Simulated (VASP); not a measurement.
CdHg2Te3, 6 atoms in the cell. The structure is monoclinic, space group C2 (No. 5). The conventional cell has a = 7.911 Å, b = 4.913 Å, c = 10.533 Å, α = 90.00°, β = 94.53°, γ = 90.00°. Cd (site symmetry 2) has 4 Te at 2.85 to 2.96 Å within 3.8 Å. Within 3.6 Å of Hg (site symmetry 1) lie 3 Te at 2.72 to 3.43 Å. Te (site symmetry 1) has 1 Hg at 2.72 Å and 2 Cd at 2.85 to 2.96 Å within 3.6 Å. Within 3.6 Å of Te (site symmetry 2) lie 4 Hg at 2.72 to 3.43 Å. 

- Program: VASP 6.6.1
- Task: single point
- Functional: PBE
- Potentials or basis: VASP PAW PBE potentials, release 64 (Cd, Hg, Te)
- Cutoff: 520 eV
- k mesh: 4 × 4 × 2
- Occupations: gaussian, width 0.1 eV
- Spin: no spin polarisation
- Dipole correction: no
- Further INCAR settings: ALGO = Normal; EDIFF = 1e-07; NBANDS = 36

Potentials or basis: VASP PAW PBE potentials, release 64 (Cd, Hg, Te).

Run with:

```bash
$ cat potpaw_PBE.64/Cd/POTCAR potpaw_PBE.64/Hg/POTCAR potpaw_PBE.64/Te/POTCAR > POTCAR
$ mpirun -np 1 vasp_std > vasp.out
```

Hardware: 1 thread of Intel(R) Xeon(R) Platinum 8259CL CPU @ 2.50GHz (Skylake/Cascade Lake), with other jobs on the host.

Task: Estimate the wall time of this run.

Result: Run time: 97 s on 1 thread of Intel(R) Xeon(R) Platinum 8259CL CPU @ 2.50GHz (Skylake/Cascade Lake), with other jobs on the host, peak memory 0.36 GiB. Counts: scf iterations 16, k points 14.
